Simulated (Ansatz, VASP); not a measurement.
# One calculation of IrS, two programs

Contents of INCAR:

```
PREC = Accurate ; ENCUT = 520
EDIFF = 1E-6 ; ISMEAR = 0
SIGMA = 0.05 ; LREAL = F
LASPH = T ; NELM = 100
ALGO = Normal ; ISIF = 2
LWAVE = F ; LCHARG = F
GGA = PS ; NBANDS = 14
```

File KPOINTS:

```
regular mesh
0
Gamma
  10 10 10
```

The input POSCAR:

```
IrS
1.0
    0.0000000000      2.4426881431      2.4426881431
    2.4426881431      0.0000000000      2.4426881431
    2.4426881431      2.4426881431      0.0000000000
Ir S
1 1
Direct
    0.5000000000      0.5000000000      0.5000000000
    0.0000000000      0.0000000000      0.0000000000
```

Input for Ansatz:

```yaml
crystal:
  lattice:
    - [0.0, 2.4426881431, 2.4426881431]
    - [2.4426881431, 0.0, 2.4426881431]
    - [2.4426881431, 2.4426881431, 0.0]
  atoms:
    - { symbol: Ir, position: [0.5, 0.5, 0.5] }
    - { symbol: S, position: [0.0, 0.0, 0.0] }
basis:
  ecutwfc: 420
  ecutrho_ratio: 4
kpoints:
  mp_grid: { grid: [10, 10, 10] }
hamiltonian:
  xc: pbesol
scf:
  occupations: { method: gaussian, width: 0.05 }
output:
  forces: true
  stress: true
  eigenvalues: true
```

Alike in both runs: task single point; functional PBEsol; k mesh 10 × 10 × 10; occupations gaussian, width 0.05 eV; no spin polarisation.

|  | VASP | Ansatz |
| --- | --- | --- |
| version | VASP 6.6.1 | Ansatz 0.2.0 |
| potentials or method | VASP PAW PBE potentials, release 64 (Ir, S), cutoff 520 eV | scalar-relativistic, plane waves, PAW |
| valence electrons in the cell | 15 | 23 |

```csv
,VASP,Ansatz,Ansatz less VASP
gap on the k mesh at the Fermi level (eV),none,none,-
pressure (GPa),0.2,-0.9,-1.06
```

VASP's potentials were made for PBE, not for PBEsol. A gap of «none» marks a metal or a gap that the smearing closes. The functional is the same, so the differences come from potentials, cutoffs and numerics. VASP's potentials hold 15 valence electrons a cell and Ansatz's 23, so a difference there can come from the potentials and not from the codes.

Spin-orbit coupling is off throughout.
